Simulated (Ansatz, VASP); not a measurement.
One calculation of Ag, two programs

The input POSCAR:

```
Ag
1.0
    0.0000000000      1.9663051111      1.9663051111
    1.9663051111      0.0000000000      1.9663051111
    1.9663051111      1.9663051111      0.0000000000
Ag
1
Direct
    0.0000000000      0.0000000000      0.0000000000
```

INCAR.step1

```
SYSTEM = Ag
  PREC = Accurate
  ENCUT = 520
  ISMEAR = -1
  SIGMA = 0.1
  LREAL = .FALSE.
  LASPH = .TRUE.
  NELM = 80
  NBANDS = 12
  GGA = PE
  ALGO = Normal
  EDIFF = 1E-4
  LWAVE = .TRUE.
  LCHARG = .FALSE.
```

File INCAR.step2:

```
SYSTEM = Ag
  PREC = Accurate
  ENCUT = 520
  EDIFF = 1E-6
  ISMEAR = -1
  SIGMA = 0.1
  LREAL = .FALSE.
  LASPH = .TRUE.
  NELM = 80
  ALGO = Normal
  ISIF = 2
  LWAVE = .FALSE.
  LCHARG = .FALSE.
  METAGGA = R2SCAN
  LMIXTAU = .TRUE.
  NBANDS = 12
  ISTART = 1
```

KPOINTS

```
Automatic mesh
0
G
  22 22 22
  0 0 0
```

Input for Ansatz:

```yaml
crystal:
  lattice:
    - [0.0, 1.9663051111, 1.9663051111]
    - [1.9663051111, 0.0, 1.9663051111]
    - [1.9663051111, 1.9663051111, 0.0]
  atoms:
    - { symbol: Ag, position: [0.0, 0.0, 0.0] }
hamiltonian:
  xc: r2scan
  pseudopotentials:
    kind: paw
    azcp:
      Ag: "pseudopotentials/Ag.paw.azcp"
basis:
  ecutwfc: 500
  fft_grid_basis: typed
kpoints:
  mp_grid: { grid: [22, 22, 22], shift: [0, 0, 0] }
magnetization:
  spin_polarized: false
scf:
  occupations: { method: fermi_dirac, width: 0.1 }
output:
  stress: true
```

Alike in both runs: task single point; functional r2SCAN; k mesh 22 × 22 × 22; occupations fermi-dirac, width 0.1 eV; no spin polarisation.

|  | VASP | Ansatz |
| --- | --- | --- |
| version | VASP 6.6.1 | Ansatz 0.2.0 |
| potentials or method | VASP PAW PBE potentials, release 64 (Ag), cutoff 520 eV | plane waves (500 eV) with PAW, scalar-relativistic |
| valence electrons in the cell | 11 | 19 |

Ansatz gave:

* pressure (GPa): 19.1

Estimate VASP's values.

pressure (GPa): 19.5.

VASP's potentials were made for PBE, not for r2SCAN. With one functional, cell and mesh, what is left measures potentials, basis and numerics. VASP's potentials hold 11 valence electrons a cell and Ansatz's 19, so a difference there can come from the potentials and not from the codes.
